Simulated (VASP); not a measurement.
# Al3GaN4 (Pm) in VASP: notebook

Runs on Al3GaN4. Level: PBEsol. Tasks: single point.

All numbers are computed with VASP 6.6.1; they aren't measurements. Logs are shortened: lines on timing, memory, paths and dates and some standing lists are left out, and cuts for length are marked.

**1. The cell of the first run**

Symmetry: Pm, No. 6, monoclinic system. The conventional cell has a = 4.640 Å, b = 2.880 Å, c = 5.635 Å, α = 90.00°, β = 90.03°, γ = 90.00°. Al (site symmetry m) has 4 N at 1.75 to 1.93 Å within 2.3 Å. Within 2.3 Å of Al (site symmetry m) lie 4 N at 1.74 to 1.96 Å. Al (site symmetry m) has 4 N at 1.75 to 1.95 Å within 2.3 Å. Within 2.4 Å of Ga (site symmetry m) lie 4 N at 1.80 to 2.00 Å. N (site symmetry m) has 3 Al at 1.80 to 1.95 Å and 1 Ga at 1.80 Å within 2.4 Å. Within 2.3 Å of N (site symmetry m) lie 4 Al at 1.75 to 1.96 Å. N (site symmetry m) has 2 Al at 1.74 to 1.93 Å and 2 Ga at 1.84 Å within 2.3 Å. Within 2.3 Å of N (site symmetry m) lie 3 Al at 1.75 to 1.79 Å and 1 Ga at 2.00 Å.

**2. Single point, PBEsol (strain -0.080 along x and y, +0.040 along z)**

File INCAR:

```
SYSTEM = Al3GaN4
PREC = Accurate ; ENCUT = 520
EDIFF = 1E-6 ; ISMEAR = 0
SIGMA = 0.05 ; LREAL = .False.
LASPH = .True. ; NELM = 100
ALGO = Normal ; ISIF = 2
LWAVE = .False. ; LCHARG = .False.
GGA = PS ; NBANDS = 31
```

File KPOINTS:

```
Automatic mesh
0
Gamma
  6 8 4
  0 0 0
```

File POSCAR:

```
Al3GaN4
1.0
    4.6399353336      0.0000000000      0.0001195903
    0.0000000000      2.8796679856      0.0000000000
   -0.0029773563      0.0000000000      5.6347116253
Al Ga N
3 1 4
Direct
    0.5002300423      0.5000000000      0.1673295664
    0.0009207036      0.5000000000      0.8348055932
    0.0010880650      0.0000000000      0.3316926342
    0.4994217138      0.0000000000      0.6662009016
    0.1111724737      0.0000000000      0.6663292503
    0.1224543238      0.5000000000      0.1671578647
    0.6251234799      0.5000000000      0.8401923551
    0.6231881979      0.0000000000      0.3262928345
```

Potentials or basis: VASP PAW PBE potentials, release 64 (Al, Ga_d, N).

Command:

```sh
$ cat potpaw_PBE.64/Al/POTCAR potpaw_PBE.64/Ga_d/POTCAR potpaw_PBE.64/N/POTCAR > POTCAR
$ mpirun -np 1 vasp_std > vasp.out
```

OUTCAR:

```text
SYSTEM = Al3GaN4
   PREC = Accurate
   ENCUT = 520
   EDIFF = 1E-6
   ISMEAR = 0
   LREAL = .False.
   LASPH = .True.
   NELM = 100
   ISIF = 2
   GGA = PS

 ion  position               nearest neighbor table
   1  0.500  0.500  0.167-   6 1.75   8 1.79   8 1.79   7 1.93   3 2.88   3 2.88   3 2.89   3 2.89
                             2 2.98   2 2.99
   2  0.001  0.500  0.835-   7 1.74   5 1.80   5 1.80   6 1.96   4 2.89   4 2.89   4 2.90   4 2.90
                             1 2.98   1 2.99   3 3.15   3 3.15   3 3.18   3 3.18
   3  0.001  0.000  0.332-   8 1.75   6 1.80   6 1.80   5 1.95   1 2.88   1 2.88   1 2.89   1 2.89
                             4 2.98   4 3.00   2 3.15   2 3.15   2 3.18   2 3.18
   4  0.499  0.000  0.666-   5 1.80   7 1.84   7 1.84   8 2.00   2 2.89   2 2.89   2 2.90   2 2.90
                             3 2.98   3 3.00
   5  0.111  0.000  0.666-   2 1.80   2 1.80   4 1.80   3 1.95
   6  0.122  0.500  0.167-   1 1.75   3 1.80   3 1.80   2 1.96
   7  0.625  0.500  0.840-   2 1.74   4 1.84   4 1.84   1 1.93
   8  0.623  0.000  0.326-   3 1.75   1 1.79   1 1.79   4 2.00

  LATTYP: Found a simple monoclinic cell.
 ALAT       =     4.6399353351
 B/A-ratio  =     0.6206267496
 C/A-ratio  =     1.2143945993
 COS(beta)  =    -0.0005026213

  Lattice vectors:

 A1 = (   4.6399353336,   0.0000000000,   0.0001195903)
 A2 = (   0.0000000000,   2.8796679856,   0.0000000000)
 A3 = (  -0.0029773563,   0.0000000000,   5.6347116253)

Analysis of symmetry for initial positions (statically):
=====================================================================
 Subroutine PRICEL returns:
 Original cell was already a primitive cell.

 Routine SETGRP: Setting up the symmetry group for a
 simple monoclinic supercell.

 Subroutine GETGRP returns: Found  2 space group operations
 (whereof  2 operations were pure point group operations)
 out of a pool of  4 trial point group operations.

The static configuration has the point symmetry C_1h.

Analysis of symmetry for dynamics (positions and initial velocities):
=====================================================================
 Subroutine PRICEL returns:
 Original cell was already a primitive cell.

 Routine SETGRP: Setting up the symmetry group for a
 simple monoclinic supercell.

 Subroutine GETGRP returns: Found  2 space group operations
 (whereof  2 operations were pure point group operations)
 out of a pool of  4 trial point group operations.
[... 111 lines left out ...]
   ENCUT  =  520.0 eV  38.22 Ry    6.18 a.u.   8.63  5.35 10.48*2*pi/ulx,y,z
   NELM   =    100;   NELMIN=  2; NELMDL= -5     # of ELM steps
   EDIFF  = 0.1E-05   stopping-criterion for ELM
   LREAL  =      F    real-space projection
[... 7 lines left out ...]
   TEBEG  =    0.0;   TEEND  =   0.0 temperature during run
   PSTRESS=    0.0 pullay stress
   NELECT =      42.0000    total number of electrons
   NUPDOWN=      -1.0000    fix difference up-down
   EMIN   =  10.00;   EMAX   =-10.00  energy-range for DOS
   EFERMI =   0.00;   METHOD = LEGACY
   ISMEAR =     0;   SIGMA  =   0.05  broadening in eV -4-tet -1-fermi 0-gaus
   EFERMI_NEDOS =   21; number of points for ismear=-14 and -15
   IALGO  =     38    algorithm
   IMIX   =      4    mixing-type and parameters
     AMIX     =   0.40;   BMIX     =  1.00
     AMIX_MAG =   1.60;   BMIX_MAG =  1.00
  volume/ion in A,a.u.               =       9.41        63.51
  Fermi-wavevector in a.u.,A,eV,Ry     =   1.347667  2.546721 24.710986  1.816206
  Thomas-Fermi vector in A             =   2.475399
   LORBIT       =      0    0 simple, 1 ext, 2 COOP (PROOUT), +10 PAW based schemes
   GGA     = PS    functional components
   LHFCALC =     F    Hartree Fock is set to
   AEXX    =    0.0000 exact exchange contribution
   IVDW    =     0    specifies the selected vdW correction
   LEPSILON=     F    determine dielectric tensor
   LRPA    =     F    only Hartree local field effects (RPA)
 non-spin polarized calculation
 Gauss-broadening in eV      SIGMA  =   0.05
  energy-cutoff  :      520.00
  volume of cell :       75.29
 maximum number of plane-waves:      2052
 NGX is ok and might be reduce to    36
   NGX = 17   NGY = 11   NGZ = 21

 number of electron      42.0000011 magnetization

 Free energy of the ion-electron system (eV)
  ---------------------------------------------------
  ext. energy  EPLUGINS =         0.00000000
  ---------------------------------------------------
  free energy    TOTEN  =       -58.06109132 eV

  energy without entropy =      -58.06109132  energy(sigma->0) =      -58.06109132

 E-fermi :   7.7389     XC(G=0): -11.9200

 val. band max:        7.5197488246   @ k =   0.0000   0.0000   0.0000
 cond. band min:      11.4306594520   @ k =   0.0000   0.0000   0.0000
 fundamental gap:      3.9109106275
 Fermi energy:         7.7388881324

 k-point     1 :       0.0000    0.0000    0.0000
  band No.  band energies     occupation
      1      -9.1684      2.00000
      2      -7.5572      2.00000
      3      -7.3689      2.00000
      4      -6.1817      2.00000
      5      -5.6870      2.00000
      6      -5.6037      2.00000
[... 805 lines left out ...]
     30      18.6118      0.00000
     31      19.4608      0.00000

 [... further k-points ...]

------------------------ aborting loop because EDIFF is reached ----------------------------------------

  FORCE on cell =-STRESS in cart. coord.  units (eV):
  Direction    XX          YY          ZZ          XY          YZ          ZX
  --------------------------------------------------------------------------------------
  -------------------------------------------------------------------------------------
  Total       26.6852001     23.7287024     -0.1808783      0.0000000      0.0000000      0.1463665
  in kB      567.8779422    504.9617997     -3.8492043      0.0000000      0.0000000      3.1147721
  external PRESSURE =     356.3301792 kB  Pullay stress =       0.0000000 kB

 VOLUME and BASIS-vectors are now :
 -----------------------------------------------------------------------------
  energy-cutoff  :      520.00
  volume of cell :       75.29
      direct lattice vectors                 reciprocal lattice vectors
     4.639935334  0.000000000  0.000119590     0.215520242  0.000000000  0.000113880
     0.000000000  2.879667986  0.000000000     0.000000000  0.347262256  0.000000000
    -0.002977356  0.000000000  5.634711625    -0.000004574  0.000000000  0.177471369

 POSITION                                       TOTAL-FORCE (eV/Angst)
 -----------------------------------------------------------------------------------
      2.32054      1.43983      0.94291         1.370535      0.000000     -1.374193
      0.00179      1.43983      4.70389         1.525356      0.000000      1.334135
      0.00406      0.00000      1.86899         1.346480      0.000000      1.311687
      2.31530      0.00000      3.75391         1.241511      0.000000     -1.483786
      0.51385      0.00000      3.75459        -1.293824      0.000000     -1.592979
      0.56768      1.43983      0.94190        -1.402808      0.000000     -1.486747
      2.89803      1.43983      4.73432        -1.508017      0.000000      1.718278
      2.89058      0.00000      1.83864        -1.279235      0.000000      1.573606
 -----------------------------------------------------------------------------------
    total drift:                               -0.000345     -0.000000      0.001040

  FREE ENERGIE OF THE ION-ELECTRON SYSTEM (eV)
  ---------------------------------------------------
  free  energy   TOTEN  =       -58.0610913213 eV

  energy  without entropy=      -58.0610913213  energy(sigma->0) =      -58.06109132
```

Run time: 58 s. Hardware: 1 thread of Intel Xeon 6975P-C (Granite Rapids), shared host; peak memory 0.27 GiB.

Results:

- Free energy: -58.0611 eV
- Pressure: 35.6 GPa
- Largest force: 2.286 eV/Å
- Band gap on the k mesh: 3.91 eV

Forces in eV/Å, atoms in the order of the input:
```
Al   1.371  0.000 -1.374
Al   1.525  0.000  1.334
Al   1.346  0.000  1.312
Ga   1.242  0.000 -1.484
N   -1.294  0.000 -1.593
N   -1.403  0.000 -1.487
N   -1.508  0.000  1.718
N   -1.279  0.000  1.574
```

Stress tensor (GPa, compression positive):
```
56.79  0.00  0.31
 0.00 50.50  0.00
 0.31  0.00 -0.38
```

Levels at points of the mesh, in eV from the valence-band top:
```tsv
k point	band 18	band 19	band 20	band 21	band 22	band 23	band 24	band 25
(0.00, 0.00, 0.00)	-0.96	-0.57	-0.22	0.00	3.91	5.39	6.09	6.71
(0.50, 0.00, 0.00)	-1.39	-1.29	-0.86	-0.40	5.35	5.62	5.80	5.98
(0.00, 0.50, 0.00)	-2.34	-2.33	-2.16	-2.05	5.56	5.63	6.84	6.87
(0.50, 0.50, 0.00)	-1.42	-1.41	-1.37	-0.99	6.07	6.27	6.52	6.54
(0.00, 0.00, 0.50)	-0.99	-0.92	-0.49	-0.03	6.17	6.63	7.41	7.45
(0.50, 0.00, 0.50)	-1.25	-1.18	-1.15	-0.66	6.43	6.54	6.75	6.90
(0.00, 0.50, 0.50)	-2.59	-2.44	-1.42	-1.28	4.21	4.84	5.91	5.95
(0.50, 0.50, 0.50)	-1.90	-1.88	-1.70	-1.37	4.51	4.91	4.91	5.10
```

Caveat: the cell differs from its parent crystal (strain -0.080 along x and y, +0.040 along z); the cell stands under pressure; the PAW data sets were made with another functional, which shifts forces and pressure a little.

(Part 1 of 2 ends here.)
